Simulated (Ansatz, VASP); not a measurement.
# One calculation of Nb, two programs

File INCAR:

```
  ALGO = Normal
  EDIFF = 1E-8
  ENCUT = 520
  GGA = PE
  ISIF = 2
  ISMEAR = -1
  LASPH = T
  LCHARG = F
  LEFG = T
  LREAL = F
  LWAVE = F
  NBANDS = 12
  NELM = 60
  PREC = Accurate
  SIGMA = 0.08
```

Contents of KPOINTS:

```
k-points
0
Gamma
  13 13 13
```

POSCAR

```
Nb
1.0
    0.0000000000      2.1564811194      2.1564811194
    2.1564811194      0.0000000000      2.1564811194
    2.1564811194      2.1564811194      0.0000000000
Nb
1
Direct
    0.0000000000      0.0000000000      0.0000000000
```

Input for Ansatz:

```yaml
crystal:
  lattice:
    - [0.0, 2.1564811194, 2.1564811194]
    - [2.1564811194, 0.0, 2.1564811194]
    - [2.1564811194, 2.1564811194, 0.0]
  atoms:
    - { symbol: Nb, position: [0.0, 0.0, 0.0] }
kpoints:
  mp_grid: { grid: [13, 13, 13] }
scf:
  occupations: { method: fermi_dirac, width: 0.08 }
hamiltonian:
  xc: pbe
  pseudopotentials: { kind: all_electron, datasets: crystal }
output:
  forces: true
  stress: true
  eigenvalues: true
  efg: { contact_densities: true }
```

Change from the starting cell: volume scaled by 1.06, crystal datasets.

Alike in both runs: task electric field gradients; functional PBE; k mesh 13 × 13 × 13; occupations fermi-dirac, width 0.08 eV; no spin polarisation.

|  | VASP | Ansatz |
| --- | --- | --- |
| version | VASP 6.6.1 | Ansatz 0.2.0 |
| potentials or method | VASP PAW PBE potentials, release 64 (Nb_sv), cutoff 520 eV | all-electron PAW with datasets made for the crystal, scalar-relativistic |

VASP gave:

```
pressure (GPa) : -9.8
```

Problem. Estimate Ansatz's values.

Solution. Pressure (GPa): -9.5.

Ansatz ran all-electron here, and VASP with PAW potentials.
